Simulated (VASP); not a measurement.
# SiO2 (I-42d) in VASP: single point with HSE06

Aim: the single point of SiO2 with HSE06.

Everything below comes from runs of VASP 6.6.1. Logs are shortened: lines on timing, memory, paths and dates and some standing lists are left out, and cuts for length are marked.

### Step 1. The cell of the first run

Symmetry: I-42d, No. 122, tetragonal system. Conventional cell: a = 4.944 Å, b = 4.944 Å, c = 7.025 Å, α = 90.00°, β = 90.00°, γ = 90.00°. Si (site symmetry -4) has 4 O at 1.61 Å within 2.1 Å. O (site symmetry 2) has 2 Si at 1.61 Å within 2.1 Å.

### Step 2. Single point, HSE06 (uniaxial z strain -4.0%)

The input, POSCAR:

```
SiO2
1.0
   -2.4719629981      2.4719629981      3.5122615264
    2.4719629981     -2.4719629981      3.5122615264
    2.4719629981      2.4719629981     -3.5122615264
Si O
2 4
Direct
    0.0000000000      0.0000000000      0.0000000000
    0.7500000000      0.2500000000      0.5000000000
    0.9852385279      0.6250000000      0.8602385279
    0.3750000000      0.2352385279      0.3602385279
    0.7647614721      0.1250000000      0.1397614721
    0.8750000000      0.0147614721      0.6397614721
```

The input, INCAR.step1:

```
SYSTEM = SiO2
ALGO = Normal
EDIFF = 1E-5
ENCUT = 520
GGA = PE
ISIF = 2
ISMEAR = 0
LASPH = .TRUE.
LREAL = .FALSE.
LWAVE = .TRUE.
NBANDS = 25
NELM = 100
PREC = Accurate
SIGMA = 0.01
```

The input, INCAR.step2:

```
SYSTEM = SiO2
ALGO = Normal
EDIFF = 1E-6
ENCUT = 520
GGA = PE
HFSCREEN = 0.2079
ISIF = 2
ISMEAR = 0
ISTART = 1
LASPH = .TRUE.
LCHARG = .TRUE.
LELF = .TRUE.
LHFCALC = .TRUE.
LREAL = .FALSE.
LVHAR = .TRUE.
LWAVE = .FALSE.
NBANDS = 25
NELM = 100
PREC = Accurate
PRECFOCK = Fast
SIGMA = 0.01
```

The input, KPOINTS:

```
k-points
0
G
  4 4 4
  0 0 0
```

Potentials or basis: VASP PAW PBE potentials, release 64 (Si, O).

Run with:

```bash
> cat potpaw_PBE.64/Si/POTCAR potpaw_PBE.64/O/POTCAR > POTCAR
> cp INCAR.step1 INCAR
> mpirun -np 1 vasp_std > vasp.out
> cp INCAR.step2 INCAR
> mpirun -np 1 vasp_std > vasp.out
```

OUTCAR:

```text
SYSTEM = SiO2
   EDIFF = 1E-6
   ENCUT = 520
   GGA = PE
   HFSCREEN = 0.2079
   ISIF = 2
   ISMEAR = 0
   ISTART = 1
   LASPH = .TRUE.
   LHFCALC = .TRUE.
   LREAL = .FALSE.
   NELM = 100
   PREC = Accurate
   PRECFOCK = Fast

 ion  position               nearest neighbor table
   1  0.000  0.000  0.000-   3 1.61   4 1.61   5 1.61   6 1.61   2 3.03   2 3.03   2 3.03   2 3.03

   2  0.750  0.250  0.500-   3 1.61   4 1.61   5 1.61   6 1.61   1 3.03   1 3.03   1 3.03   1 3.03

   3  0.985  0.625  0.860-   1 1.61   2 1.61
   4  0.375  0.235  0.360-   1 1.61   2 1.61
   5  0.765  0.125  0.140-   1 1.61   2 1.61
   6  0.875  0.015  0.640-   1 1.61   2 1.61

  LATTYP: Found a body centered tetragonal cell.
 ALAT       =     4.9439259962
 C/A-ratio  =     1.4208390373

  Lattice vectors:

 A1 = (  -2.4719629981,   2.4719629981,   3.5122615264)
 A2 = (   2.4719629981,  -2.4719629981,   3.5122615264)
 A3 = (   2.4719629981,   2.4719629981,  -3.5122615264)

Analysis of symmetry for initial positions (statically):
=====================================================================
 Subroutine PRICEL returns:
 Original cell was already a primitive cell.

 Routine SETGRP: Setting up the symmetry group for a
 body centered tetragonal supercell.

 Subroutine GETGRP returns: Found  8 space group operations
 (whereof  4 operations were pure point group operations)
 out of a pool of 16 trial point group operations.

The static configuration has the point symmetry S_4 .
 The point group associated with its full space group is D_2d.

Analysis of symmetry for dynamics (positions and initial velocities):
=====================================================================
 Subroutine PRICEL returns:
 Original cell was already a primitive cell.

 Routine SETGRP: Setting up the symmetry group for a
 body centered tetragonal supercell.

 Subroutine GETGRP returns: Found  8 space group operations
 (whereof  4 operations were pure point group operations)
 out of a pool of 16 trial point group operations.

The dynamic configuration has the point symmetry S_4 .
 The point group associated with its full space group is D_2d.

 Subroutine INISYM returns: Found  8 space group operations
 (whereof  4 operations are pure point group operations),
 and found     1 'primitive' translations

----------------------------------------------------------------------------------------

                                     Primitive cell

  volume of cell :      85.8481

  direct lattice vectors                    reciprocal lattice vectors
    -2.471962998  2.471962998  3.512261526     0.000000000  0.202268400  0.142358420
     2.471962998 -2.471962998  3.512261526     0.202268400  0.000000000  0.142358420
     2.471962998  2.471962998 -3.512261526     0.202268400  0.202268400  0.000000000

  length of vectors
     4.955520473  4.955520473  4.955520473     0.247342728  0.247342728  0.286050714

  position of ions in fractional coordinates (direct lattice)
     0.000000000  0.000000000  0.000000000
     0.750000000  0.250000000  0.500000000
     0.985238528  0.625000000  0.860238528
     0.375000000  0.235238528  0.360238528
     0.764761472  0.125000000  0.139761472
     0.875000000  0.014761472  0.639761472

  ion indices of the primitive-cell ions
   primitive index   ion index
                 1           1
                 2           2
                 3           3
                 4           4
                 5           5
                 6           6

----------------------------------------------------------------------------------------

 KPOINTS: k-points

Automatic generation of k-mesh.
 Grid dimensions read from file:
 generate k-points for:    4    4    4

 Generating k-lattice:

  Cartesian coordinates                     Fractional coordinates (reciprocal lattice)
     0.000000000  0.050567100  0.035589605     0.250000000  0.000000000  0.000000000
     0.050567100  0.000000000  0.035589605     0.000000000  0.250000000  0.000000000
     0.050567100  0.050567100  0.000000000     0.000000000  0.000000000  0.250000000

  Length of vectors
     0.061835682  0.061835682  0.071512679

  Shift w.r.t. Gamma in fractional coordinates (k-lattice)
     0.000000000  0.000000000  0.000000000

 Subroutine IBZKPT returns following result:
 ===========================================

 Found     13 irreducible k-points:

 Following reciprocal coordinates:
            Coordinates               Weight
  0.000000  0.000000  0.000000      1.000000
  0.250000  0.000000  0.000000      8.000000
  0.500000  0.000000  0.000000      4.000000
  0.250000  0.250000  0.000000      8.000000
  0.500000  0.250000 -0.000000     16.000000
 -0.250000  0.250000  0.000000      4.000000
  0.500000  0.500000  0.000000      2.000000
  0.250000  0.250000  0.250000      2.000000
 -0.250000  0.250000  0.250000      4.000000
  0.500000  0.500000  0.250000      4.000000
 -0.250000  0.500000  0.250000      8.000000
 -0.250000 -0.250000  0.250000      2.000000
  0.500000  0.500000  0.500000      1.000000
   k-points           NKPTS =     13   k-points in BZ     NKDIM =     64   number of bands    NBANDS=     25
   number of dos      NEDOS =    301   number of ions     NIONS =      6
   total plane-waves  NPLWV =  64000
   dimension x,y,z NGX =    40 NGY =   40 NGZ =   40
   dimension x,y,z NGXF=    80 NGYF=   80 NGZF=   80
   ions per type =               2   4
   NGX,Y,Z   is equivalent  to a cutoff of  13.42, 13.42, 13.42 a.u.
   NGXF,Y,Z  is equivalent  to a cutoff of  26.84, 26.84, 26.84 a.u.
 SYSTEM =  SiO2
   PREC   = accura    normal or accurate (medium, high low for compatibility)
   ISTART =      1    job   : 0-new  1-cont  2-samecut
   ICHARG =      0    charge: 1-file 2-atom 10-const
   ISPIN  =      1    spin polarized calculation?
   LNONCOLLINEAR =      F non collinear calculations
   LSORBIT =      F    spin-orbit coupling
   LASPH  =      T    aspherical Exc in radial PAW
   ENCUT  =  520.0 eV  38.22 Ry    6.18 a.u.   9.21  9.21  9.21*2*pi/ulx,y,z
   NELM   =    100;   NELMIN=  2; NELMDL=  0     # of ELM steps
   EDIFF  = 0.1E-05   stopping-criterion for ELM
   LREAL  =      F    real-space projection
   EDIFFG = 0.1E-04   stopping-criterion for IOM
   NSW    =      0    number of steps for IOM
   IBRION =     -1    ionic relax: 0-MD 1-quasi-New 2-CG
   NFREE  =      0    steps in history (QN), initial steepest desc. (CG)
   ISIF   =      2    stress and relaxation
   ISYM   =      3    0-nonsym 1-usesym 2-fastsym
   POTIM  = 0.5000    time-step for ionic-motion
   TEBEG  =    0.0;   TEEND  =   0.0 temperature during run
   PSTRESS=    0.0 pullay stress
   NELECT =      32.0000    total number of electrons
   NUPDOWN=      -1.0000    fix difference up-down
   EMIN   =  10.00;   EMAX   =-10.00  energy-range for DOS
   EFERMI =   0.00;   METHOD = LEGACY
   ISMEAR =     0;   SIGMA  =   0.01  broadening in eV -4-tet -1-fermi 0-gaus
   EFERMI_NEDOS =   21; number of points for ismear=-14 and -15
   IALGO  =     38    algorithm
   IMIX   =      1    mixing-type and parameters
     AMIX     =   0.40;   BMIX     =  1.00
     AMIX_MAG =   1.60;   BMIX_MAG =  1.00
  volume/ion in A,a.u.               =      14.31        96.56
  Fermi-wavevector in a.u.,A,eV,Ry     =   1.178188  2.226452 18.886612  1.388127
  Thomas-Fermi vector in A             =   2.314521
   LORBIT       =      0    0 simple, 1 ext, 2 COOP (PROOUT), +10 PAW based schemes
   GGA     = PE    functional components
   LHFCALC =     T    Hartree Fock is set to
   PRECFOCK=fast      Normal, Fast or Accurate (Low or Medium for compatibility)
   ENCUT4O =  -1.0   cutoff for four orbital integrals eV
   NKREDX  =     1    reduce k-point grid by
   NKREDY  =     1    reduce k-point grid by
   NKREDZ  =     1    reduce k-point grid by
   AEXX    =    0.2500 exact exchange contribution
   HFSCREEN=    0.2079 screening length (either q_TF or 0.3 A-1)
   HFSCREENC=   0.2079 screening length for correlation (either q_TF or 0.3 A-1)
   ENCUTFOCK=  -1.0 apply spherical cutoff to Coloumb kernel
   IVDW    =     0    specifies the selected vdW correction
   LEPSILON=     F    determine dielectric tensor
   LRPA    =     F    only Hartree local field effects (RPA)
 non-spin polarized calculation
 Gauss-broadening in eV      SIGMA  =   0.01
  energy-cutoff  :      520.00
  volume of cell :       85.85
 maximum number of plane-waves:      2332
 NGX is ok and might be reduce to    40
  NGX = 24; NGY = 24; NGZ = 24

 number of electron      32.0000012 magnetization

 Free energy of the ion-electron system (eV)
  ---------------------------------------------------
  ext. energy  EPLUGINS =         0.00000000
  ---------------------------------------------------
  free energy    TOTEN  =       -58.29441514 eV

  energy without entropy =      -58.29441514  energy(sigma->0) =      -58.29441514

 E-fermi :  -1.4946     XC(G=0):  -6.9669

 val. band max:       -1.5769340842   @ k =   0.0000   0.0000   0.0000
 cond. band min:       6.3271477837   @ k =   0.0000   0.0000   0.0000
 fundamental gap:      7.9040818679
 Fermi energy:        -1.4945898764

 k-point     1 :       0.0000    0.0000    0.0000
  band No.  band energies     occupation
      1     -22.3258      2.00000
      2     -20.1345      2.00000
      3     -20.1345      2.00000
      4     -19.9172      2.00000
      5     -10.9895      2.00000
      6      -7.2928      2.00000
[... 17 lines left out ...]
     24      13.5574      0.00000
     25      14.2129      0.00000

 k-point     2 :       0.2500    0.0000    0.0000
  band No.  band energies     occupation
      1     -22.1293      2.00000
      2     -20.3902      2.00000
      3     -20.1472      2.00000
      4     -19.9875      2.00000
      5     -10.5408      2.00000
      6      -7.4124      2.00000
[... 17 lines left out ...]
     24      13.7705      0.00000
     25      14.1586      0.00000

 k-point     3 :       0.5000    0.0000    0.0000
  band No.  band energies     occupation
      1     -21.8383      2.00000
      2     -20.7787      2.00000
      3     -20.1588      2.00000
      4     -20.0144      2.00000
      5      -9.9894      2.00000
      6      -7.6676      2.00000
[... 17 lines left out ...]
     24      14.2094      0.00000
     25      14.3546      0.00000

 k-point     4 :       0.2500    0.2500    0.0000
  band No.  band energies     occupation
      1     -21.8447      2.00000
      2     -20.7581      2.00000
      3     -20.1437      2.00000
      4     -20.0447      2.00000
      5      -9.9418      2.00000
      6      -7.8686      2.00000
[... 17 lines left out ...]
     24      14.0387      0.00000
     25      14.4166      0.00000
[... 169 lines left out ...]
 k-point    11 :      -0.2500    0.5000    0.2500
  band No.  band energies     occupation
      1     -21.6808      2.00000
      2     -20.8909      2.00000
      3     -20.1721      2.00000
      4     -20.1146      2.00000
      5      -9.5645      2.00000
      6      -7.9832      2.00000
[... 17 lines left out ...]
     24      14.2865      0.00000
     25      14.6243      0.00000

 k-point    12 :      -0.2500   -0.2500    0.2500
  band No.  band energies     occupation
      1     -22.0400      2.00000
      2     -20.3656      2.00000
      3     -20.1593      2.00000
      4     -20.1593      2.00000
      5     -10.2858      2.00000
      6      -7.3000      2.00000
[... 17 lines left out ...]
     24      13.5322      0.00000
     25      14.4538      0.00000

 k-point    13 :       0.5000    0.5000    0.5000
  band No.  band energies     occupation
      1     -21.2778      2.00000
      2     -21.2778      2.00000
      3     -20.1839      2.00000
      4     -20.1839      2.00000
      5      -8.7096      2.00000
      6      -8.7096      2.00000
[... 17 lines left out ...]
     24      13.9421      0.00000
     25      14.2554      0.00000

------------------------ aborting loop because EDIFF is reached ----------------------------------------

  FORCE on cell =-STRESS in cart. coord.  units (eV):
  Direction    XX          YY          ZZ          XY          YZ          ZX
  --------------------------------------------------------------------------------------
  -------------------------------------------------------------------------------------
  Total        0.3624513      0.3624513      1.8677324      0.0000000      0.0000000      0.0000000
  in kB        6.7644034      6.7644034     34.8573582      0.0000000      0.0000000      0.0000000
  external PRESSURE =      16.1287217 kB  Pullay stress =       0.0000000 kB

 VOLUME and BASIS-vectors are now :
 -----------------------------------------------------------------------------
  energy-cutoff  :      520.00
  volume of cell :       85.85
      direct lattice vectors                 reciprocal lattice vectors
    -2.471962998  2.471962998  3.512261526     0.000000000  0.202268400  0.142358420
     2.471962998 -2.471962998  3.512261526     0.202268400  0.000000000  0.142358420
     2.471962998  2.471962998 -3.512261526     0.202268400  0.202268400  0.000000000

 POSITION                                       TOTAL-FORCE (eV/Angst)
 -----------------------------------------------------------------------------------
      0.00000      0.00000      0.00000        -0.000000     -0.000000      0.000000
      0.00000      2.47196      1.75613        -0.000000      0.000000      0.000000
      1.23598      3.01697      2.63420        -0.000000     -0.087138      0.000000
      0.54501      1.23598      0.87807        -0.087138      0.000000      0.000000
     -1.23598      1.92695      2.63420        -0.000000      0.087138      0.000000
     -0.54501      3.70794      0.87807         0.087138      0.000000      0.000000
 -----------------------------------------------------------------------------------
    total drift:                               -0.000005      0.000007      0.000005

  FREE ENERGIE OF THE ION-ELECTRON SYSTEM (eV)
  ---------------------------------------------------
  free  energy   TOTEN  =       -58.2944151388 eV

  energy  without entropy=      -58.2944151388  energy(sigma->0) =      -58.29441514
```

Wall time 40 min (1 thread of Oxide Virtual Turin-like, shared host); peak memory 0.31 GiB.

Results:

* Free energy: -58.2944 eV
* Pressure: 1.6 GPa
* Largest force: 0.087 eV/Å
* Band gap on the k mesh: 7.90 eV

Forces in eV/Å, atoms in the order of the input:
```
Si   0.000  0.000  0.000
Si   0.000  0.000  0.000
O    0.000 -0.087  0.000
O   -0.087  0.000  0.000
O    0.000  0.087  0.000
O    0.087  0.000  0.000
```

Caveat: the cell differs from its parent crystal (uniaxial z strain -4.0%); the PAW data sets were made with another functional, which shifts forces and pressure a little.
